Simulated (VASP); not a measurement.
# WSe2 (P-6m2) in VASP: a series of runs

WSe2 is run at these levels: PBE, r2SCAN; tasks: single point.

Program: VASP 6.6.1. These are calculated values, not measurements. Logs are shortened: lines on timing, memory, paths and dates and some standing lists are left out, and cuts for length are marked.

## Step 1: The cell of the first run

It takes space group P-6m2 (No. 187, hexagonal). The conventional cell has a = 3.297 Å, b = 3.297 Å, c = 6.882 Å, α = 90.00°, β = 90.00°, γ = 120.00°. W (site symmetry -6m2) has 6 Se at 2.53 Å and 6 W at 3.30 Å within 3.3 Å. Within 3.4 Å of Se (site symmetry 3m) lie 3 W at 2.53 Å and 7 Se at 3.30 to 3.32 Å.

## Step 2: Single point, PBE (uniaxial z strain -4.2%)

INCAR

```
SYSTEM = WSe2
ALGO = Normal
EDIFF = 1E-6
ENCUT = 520
GGA = PE
ISIF = 2
ISMEAR = -1
LASPH = .True.
LCHARG = .False.
LREAL = .False.
LWAVE = .False.
NBANDS = 20
NELM = 80
PREC = Accurate
SIGMA = 0.02
```

KPOINTS

```
k-points
0
Gamma
  12 12 4
  0 0 0
```

POSCAR

```
WSe2
1.0
    3.2972127305      0.0000000000      0.0000000000
   -1.6486063653      2.8554699863      0.0000000000
    0.0000000000      0.0000000000      6.8818093136
W Se
1 2
Direct
    0.0000000000      0.0000000000      0.0000000000
    0.3333333333      0.6666666667      0.2412090831
    0.3333333333      0.6666666667      0.7587909169
```

Potentials or basis: VASP PAW PBE potentials, release 64 (W_sv, Se).

Command:

```console
$ cat potpaw_PBE.64/W_sv/POTCAR potpaw_PBE.64/Se/POTCAR > POTCAR
$ mpirun -np 1 vasp_std > vasp.out
```

OUTCAR:

```text
SYSTEM = WSe2
   EDIFF = 1E-6
   ENCUT = 520
   GGA = PE
   ISIF = 2
   ISMEAR = -1
   LASPH = .True.
   LREAL = .False.
   NELM = 80
   PREC = Accurate

 ion  position               nearest neighbor table
   1  0.000  0.000  0.000-   2 2.53   3 2.53   2 2.53   3 2.53   2 2.53   3 2.53
   2  0.333  0.667  0.241-   1 2.53   1 2.53   1 2.53
   3  0.333  0.667  0.759-   1 2.53   1 2.53   1 2.53

  LATTYP: Found a hexagonal cell.
 ALAT       =     3.2972127305
 C/A-ratio  =     2.0871596333

  Lattice vectors:

 A1 = (   3.2972127305,   0.0000000000,   0.0000000000)
 A2 = (  -1.6486063653,   2.8554699863,   0.0000000000)
 A3 = (   0.0000000000,   0.0000000000,   6.8818093136)

Analysis of symmetry for initial positions (statically):
=====================================================================
 Subroutine PRICEL returns:
 Original cell was already a primitive cell.

 Routine SETGRP: Setting up the symmetry group for a
 hexagonal supercell.

 Subroutine GETGRP returns: Found 12 space group operations
 (whereof 12 operations were pure point group operations)
 out of a pool of 24 trial point group operations.

The static configuration has the point symmetry D_3h.

Analysis of symmetry for dynamics (positions and initial velocities):
=====================================================================
 Subroutine PRICEL returns:
 Original cell was already a primitive cell.

 Routine SETGRP: Setting up the symmetry group for a
 hexagonal supercell.

 Subroutine GETGRP returns: Found 12 space group operations
 (whereof 12 operations were pure point group operations)
 out of a pool of 24 trial point group operations.

The dynamic configuration has the point symmetry D_3h.

 Subroutine INISYM returns: Found 12 space group operations
 (whereof 12 operations are pure point group operations),
 and found     1 'primitive' translations

----------------------------------------------------------------------------------------

                                     Primitive cell

  volume of cell :      64.7929

  direct lattice vectors                    reciprocal lattice vectors
     3.297212731  0.000000000  0.000000000     0.303286467  0.175102523  0.000000000
    -1.648606365  2.855469986  0.000000000     0.000000000  0.350205047  0.000000000
     0.000000000  0.000000000  6.881809314     0.000000000  0.000000000  0.145310623

  length of vectors
     3.297212731  3.297212731  6.881809314     0.350205047  0.350205047  0.145310623

  position of ions in fractional coordinates (direct lattice)
     0.000000000  0.000000000  0.000000000
     0.333333333  0.666666667  0.241209083
     0.333333333  0.666666667  0.758790917

  ion indices of the primitive-cell ions
   primitive index   ion index
                 1           1
                 2           2
                 3           3

----------------------------------------------------------------------------------------

 KPOINTS: k-points

Automatic generation of k-mesh.
 Grid dimensions read from file:
 generate k-points for:   12   12    4

 Generating k-lattice:

  Cartesian coordinates                     Fractional coordinates (reciprocal lattice)
     0.025273872  0.014591877  0.000000000     0.083333333  0.000000000  0.000000000
     0.000000000  0.029183754  0.000000000     0.000000000  0.083333333  0.000000000
     0.000000000  0.000000000  0.036327656     0.000000000  0.000000000  0.250000000

  Length of vectors
     0.029183754  0.029183754  0.036327656

  Shift w.r.t. Gamma in fractional coordinates (k-lattice)
     0.000000000  0.000000000  0.000000000

 Subroutine IBZKPT returns following result:
 ===========================================

 Found     57 irreducible k-points:

 Following reciprocal coordinates:
            Coordinates               Weight
  0.000000  0.000000  0.000000      1.000000
  0.083333 -0.000000  0.000000      6.000000
  0.166667 -0.000000  0.000000      6.000000
  0.250000 -0.000000  0.000000      6.000000
  0.333333  0.000000  0.000000      6.000000
  0.416667 -0.000000  0.000000      6.000000
[... 16 lines left out ...]
  0.250000 -0.000000  0.250000     12.000000
  0.333333  0.000000  0.250000     12.000000
 [... further k-points ...]
   k-points           NKPTS =     57   k-points in BZ     NKDIM =     57   number of bands    NBANDS=     20
   number of dos      NEDOS =    301   number of ions     NIONS =      3
   total plane-waves  NPLWV =  42336
   dimension x,y,z NGX =    28 NGY =   28 NGZ =   54
   dimension x,y,z NGXF=    56 NGYF=   56 NGZF=  108
   ions per type =               1   2
   NGX,Y,Z   is equivalent  to a cutoff of  14.12, 14.12, 13.04 a.u.
   NGXF,Y,Z  is equivalent  to a cutoff of  28.24, 28.24, 26.09 a.u.
 SYSTEM =  WSe2
   PREC   = accura    normal or accurate (medium, high low for compatibility)
   ISTART =      0    job   : 0-new  1-cont  2-samecut
   ICHARG =      2    charge: 1-file 2-atom 10-const
   ISPIN  =      1    spin polarized calculation?
   LNONCOLLINEAR =      F non collinear calculations
   LSORBIT =      F    spin-orbit coupling
   LASPH  =      T    aspherical Exc in radial PAW
   ENCUT  =  520.0 eV  38.22 Ry    6.18 a.u.   6.13  6.13 12.80*2*pi/ulx,y,z
   NELM   =     80;   NELMIN=  2; NELMDL= -5     # of ELM steps
   EDIFF  = 0.1E-05   stopping-criterion for ELM
   LREAL  =      F    real-space projection
   EDIFFG = 0.1E-04   stopping-criterion for IOM
   NSW    =      0    number of steps for IOM
   IBRION =     -1    ionic relax: 0-MD 1-quasi-New 2-CG
   NFREE  =      0    steps in history (QN), initial steepest desc. (CG)
   ISIF   =      2    stress and relaxation
   ISYM   =      2    0-nonsym 1-usesym 2-fastsym
   POTIM  = 0.5000    time-step for ionic-motion
   TEBEG  =    0.0;   TEEND  =   0.0 temperature during run
   PSTRESS=    0.0 pullay stress
   NELECT =      26.0000    total number of electrons
   NUPDOWN=      -1.0000    fix difference up-down
   EMIN   =  10.00;   EMAX   =-10.00  energy-range for DOS
   EFERMI =   0.00;   METHOD = LEGACY
   ISMEAR =    -1;   SIGMA  =   0.02  broadening in eV -4-tet -1-fermi 0-gaus
   EFERMI_NEDOS =   21; number of points for ismear=-14 and -15
   IALGO  =     38    algorithm
   IMIX   =      4    mixing-type and parameters
     AMIX     =   0.40;   BMIX     =  1.00
     AMIX_MAG =   1.60;   BMIX_MAG =  1.00
  volume/ion in A,a.u.               =      21.60       145.75
  Fermi-wavevector in a.u.,A,eV,Ry     =   1.207509  2.281860 19.838340  1.458077
  Thomas-Fermi vector in A             =   2.343144
   LORBIT       =      0    0 simple, 1 ext, 2 COOP (PROOUT), +10 PAW based schemes
   GGA     = PE    functional components
   LHFCALC =     F    Hartree Fock is set to
   AEXX    =    0.0000 exact exchange contribution
   IVDW    =     0    specifies the selected vdW correction
   LEPSILON=     F    determine dielectric tensor
   LRPA    =     F    only Hartree local field effects (RPA)
 non-spin polarized calculation
  energy-cutoff  :      520.00
  volume of cell :       64.79
 maximum number of plane-waves:      1770
 NGX is ok and might be reduce to    28
   NGX = 13   NGY = 13   NGZ = 25

 number of electron      26.0000002 magnetization

 Free energy of the ion-electron system (eV)
  ---------------------------------------------------
  ext. energy  EPLUGINS =         0.00000000
  ---------------------------------------------------
  free energy    TOTEN  =       -21.53586983 eV

  energy without entropy =      -21.53586983  energy(sigma->0) =      -21.53586983

 E-fermi :   5.9323     XC(G=0): -10.2670

 val. band max:        5.5326788869   @ k =   0.0000   0.0000   0.5000
 cond. band min:       6.6916872689   @ k =   0.1667   0.1667   0.0000
 fundamental gap:      1.1590083820
 Fermi energy:         5.9323245661

 k-point     1 :       0.0000    0.0000    0.0000
  band No.  band energies     occupation
      1     -68.7194      2.00000
      2     -32.9680      2.00000
      3     -32.8468      2.00000
      4     -32.8468      2.00000
      5      -9.6109      2.00000
      6      -8.1365      2.00000
[... 12 lines left out ...]
     19      13.0474      0.00000
     20      13.7549      0.00000

 k-point     2 :       0.0833   -0.0000    0.0000
  band No.  band energies     occupation
      1     -68.7187      2.00000
      2     -32.9650      2.00000
      3     -32.8624      2.00000
      4     -32.8504      2.00000
      5      -9.5067      2.00000
      6      -8.0872      2.00000
[... 12 lines left out ...]
     19      13.2209      0.00000
     20      14.3521      0.00000

 k-point     3 :       0.1667   -0.0000    0.0000
  band No.  band energies     occupation
      1     -68.7168      2.00000
      2     -32.9569      2.00000
      3     -32.9046      2.00000
      4     -32.8604      2.00000
      5      -9.2081      2.00000
      6      -7.9462      2.00000
[... 12 lines left out ...]
     19      13.7311      0.00000
     20      14.3316      0.00000

 k-point     4 :       0.2500   -0.0000    0.0000
  band No.  band energies     occupation
      1     -68.7143      2.00000
      2     -32.9618      2.00000
      3     -32.9457      2.00000
      4     -32.8739      2.00000
      5      -8.7590      2.00000
      6      -7.7368      2.00000
[... 12 lines left out ...]
     19      13.2243      0.00000
     20      14.2744      0.00000

 k-point     5 :       0.3333    0.0000    0.0000
  band No.  band energies     occupation
      1     -68.7118      2.00000
      2     -33.0184      2.00000
      3     -32.9346      2.00000
      4     -32.8874      2.00000
      5      -8.2428      2.00000
      6      -7.5030      2.00000
[... 12 lines left out ...]
     19      12.2885      0.00000
     20      13.5046      0.00000
[... 353 lines left out ...]
      6      -8.1877      2.00000
[... 12 lines left out ...]
     19      13.4765      0.00000
     20      14.0909      0.00000

 k-point    22 :       0.1667   -0.0000    0.2500
  band No.  band energies     occupation
      1     -68.7169      2.00000
      2     -32.9569      2.00000
      3     -32.9046      2.00000
      4     -32.8604      2.00000
      5      -9.1521      2.00000
      6      -8.0408      2.00000
[... 12 lines left out ...]
     19      13.8103      0.00000
     20      14.4263      0.00000

 k-point    23 :       0.2500   -0.0000    0.2500
  band No.  band energies     occupation
      1     -68.7143      2.00000
      2     -32.9618      2.00000
      3     -32.9457      2.00000
      4     -32.8739      2.00000
      5      -8.7032      2.00000
      6      -7.8222      2.00000
[... 12 lines left out ...]
     19      13.2704      0.00000
     20      14.0418      0.00000

 k-point    24 :       0.3333    0.0000    0.2500
  band No.  band energies     occupation
      1     -68.7118      2.00000
      2     -33.0184      2.00000
      3     -32.9346      2.00000
      4     -32.8874      2.00000
      5      -8.1889      2.00000
      6      -7.5771      2.00000
[... 12 lines left out ...]
     19      12.5803      0.00000
     20      13.4199      0.00000

 [... further k-points ...]

------------------------ aborting loop because EDIFF is reached ----------------------------------------

  FORCE on cell =-STRESS in cart. coord.  units (eV):
  Direction    XX          YY          ZZ          XY          YZ          ZX
  --------------------------------------------------------------------------------------
  -------------------------------------------------------------------------------------
  Total        1.3862814      1.3862814      2.7433190     -0.0000000     -0.0000000      0.0000000
  in kB       34.2795234     34.2795234     67.8359153     -0.0000000     -0.0000000      0.0000000
  external PRESSURE =      45.4649873 kB  Pullay stress =       0.0000000 kB

 VOLUME and BASIS-vectors are now :
 -----------------------------------------------------------------------------
  energy-cutoff  :      520.00
  volume of cell :       64.79
      direct lattice vectors                 reciprocal lattice vectors
     3.297212731  0.000000000  0.000000000     0.303286467  0.175102523  0.000000000
    -1.648606365  2.855469986  0.000000000     0.000000000  0.350205047  0.000000000
     0.000000000  0.000000000  6.881809314     0.000000000  0.000000000  0.145310623

 POSITION                                       TOTAL-FORCE (eV/Angst)
 -----------------------------------------------------------------------------------
      0.00000      0.00000      0.00000         0.000000      0.000000      0.000000
     -0.00000      1.90365      1.65995        -0.000000     -0.000000      0.344813
     -0.00000      1.90365      5.22185         0.000000     -0.000000     -0.344813
 -----------------------------------------------------------------------------------
    total drift:                                0.000000     -0.000000     -0.000000

  FREE ENERGIE OF THE ION-ELECTRON SYSTEM (eV)
  ---------------------------------------------------
  free  energy   TOTEN  =       -21.5358698269 eV

  energy  without entropy=      -21.5358698269  energy(sigma->0) =      -21.53586983
```

Wall time 51 s (1 thread of AMD EPYC 9R45 (Zen 5), shared host); peak memory 0.2 GiB.

Results:

```
Free energy            : -21.5359 eV
Pressure               : 4.5 GPa
Largest force          : 0.345 eV/Å
Band gap on the k mesh : 1.16 eV (least direct gap 1.52 eV)
```

Forces in eV/Å, atoms in the order of the input:
```
W    0.000  0.000  0.000
Se   0.000  0.000  0.345
Se   0.000  0.000 -0.345
```

Stress tensor (GPa, compression positive):
```
3.43 0.00 0.00
0.00 3.43 0.00
0.00 0.00 6.78
```

Caveat: the cell differs from its parent crystal (uniaxial z strain -4.2%); the cell stands under pressure; spin-orbit coupling is left out, which moves the levels of the heavy elements; this functional lacks dispersion, which binds layers or chains, so the pressure and a relaxed spacing across them are unreliable. A k mesh can miss the band edges.

(Part 1 of 2 ends here.)
